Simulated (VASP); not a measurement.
Al, 2 atoms in the cell. It takes space group P6_3/mmc (No. 194, hexagonal). Conventional cell: a = 2.911 Å, b = 2.911 Å, c = 4.538 Å, α = 90.00°, β = 90.00°, γ = 120.00°. Within 3.7 Å of Al (site symmetry -6m2) lie 12 Al at 2.82 to 2.91 Å. This isn't the form of Al at room conditions, which is fcc.

```yaml
Program: VASP 6.6.1
Task: single point
Functional: HSE06
Potentials_or_basis: VASP PAW PBE potentials, release 64 (Al)
Cutoff: 520 eV
k_mesh: 6 × 6 × 3
Occupations: fermi-dirac, width 0.05 eV
Spin: no spin polarisation
Dipole_correction: no
Grid_for_exact_exchange_PRECFOCK: Normal
Further_INCAR_settings: ALGO = Normal; EDIFF = 1e-06; NBANDS = 10
Share_of_exact_exchange: 0.25
Screening_parameter: 0.2079 1/Å
```

Potentials or basis: VASP PAW PBE potentials, release 64 (Al).

Launch:

```bash
$ cat potpaw_PBE.64/Al/POTCAR > POTCAR
$ cp INCAR.step1 INCAR
$ mpirun -np 1 vasp_std > vasp.out
$ cp INCAR.step2 INCAR
$ mpirun -np 1 vasp_std > vasp.out
```

Hardware: 1 thread of AMD EPYC 9R45 96-Core Processor (Zen 5), with other jobs on the host.

Task: How long does it take, and how much memory?

Result: Wall time 120 s on 1 thread of AMD EPYC 9R45 96-Core Processor (Zen 5), with other jobs on the host, peak memory 0.22 GiB. Counts: k points 14.
